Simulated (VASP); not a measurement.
MgS:

```xyz
2
Lattice="0.0000 2.6015 2.6015 2.6015 0.0000 2.6015 2.6015 2.6015 0.0000" Properties=species:S:1:pos:R:3 pbc="T T T"
Mg    0.0000    0.0000    0.0000
S     2.6015    2.6015    2.6015
```

Base run:

```yaml
Program: VASP 6.6.1
Functional: r2SCAN
Potentials_or_basis: VASP PAW PBE potentials, release 64 (Mg, S)
Cutoff: 520 eV
k_mesh: 6 × 6 × 6
Occupations: gaussian, width 0.01 eV
Spin: no spin polarisation
```

Its results: band gap on the k mesh 3.43 eV, indirect (least direct gap 4.62 eV); pressure -0.4 GPa.

Q: The run is repeated on the same cell with these changes: functional from r2SCAN to HSE06. What comes out?

A: Band gap on the k mesh 3.75 eV, indirect (least direct gap 4.80 eV); pressure -0.7 GPa.

HSE06 gives the wider gap, since exact exchange removes part of the self-interaction.

Caveats: the PAW data sets were made with another functional, which shifts forces and pressure a little.

A k mesh can miss the band edges.
